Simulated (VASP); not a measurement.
PtS2, 3 atoms in the cell. Symmetry: P-3m1, No. 164, trigonal system. The conventional cell has a = 3.553 Å, b = 3.553 Å, c = 5.123 Å, α = 90.00°, β = 90.00°, γ = 120.00°. Within 3.2 Å of Pt (site symmetry -3m) lie 6 S at 2.39 Å. Within 3.2 Å of S (site symmetry 3m) lie 3 Pt at 2.39 Å and 3 S at 3.20 Å. 

```yaml
Program: VASP 6.6.1
Task: single point
Functional: HSE06
Potentials_or_basis: VASP PAW PBE potentials, release 64 (Pt, S)
Cutoff: 520 eV
k_mesh: 6 × 6 × 2
Occupations: gaussian, width 0.2 eV
Spin: no spin polarisation
Dipole_correction: no
Grid_for_exact_exchange_PRECFOCK: Normal
Further_INCAR_settings: ALGO = Normal; EDIFF = 1e-06; NBANDS = 18
Share_of_exact_exchange: 0.25
Screening_parameter: 0.2079 1/Å
```

Potentials or basis: VASP PAW PBE potentials, release 64 (Pt, S).

Command:

```bash
$ cat potpaw_PBE.64/Pt/POTCAR potpaw_PBE.64/S/POTCAR > POTCAR
$ cp INCAR.step1 INCAR
$ mpirun -np 1 vasp_std > vasp.out
$ cp INCAR.step2 INCAR
$ mpirun -np 1 vasp_std > vasp.out
```

Hardware: 1 thread of Intel(R) Xeon(R) Platinum 8488C (Sapphire Rapids), on a shared host.

Task: Estimate the wall time of this run.

Result: It took 12 min on 1 thread of Intel(R) Xeon(R) Platinum 8488C (Sapphire Rapids) (shared host), peak memory 0.28 GiB. Counts: k points 14.
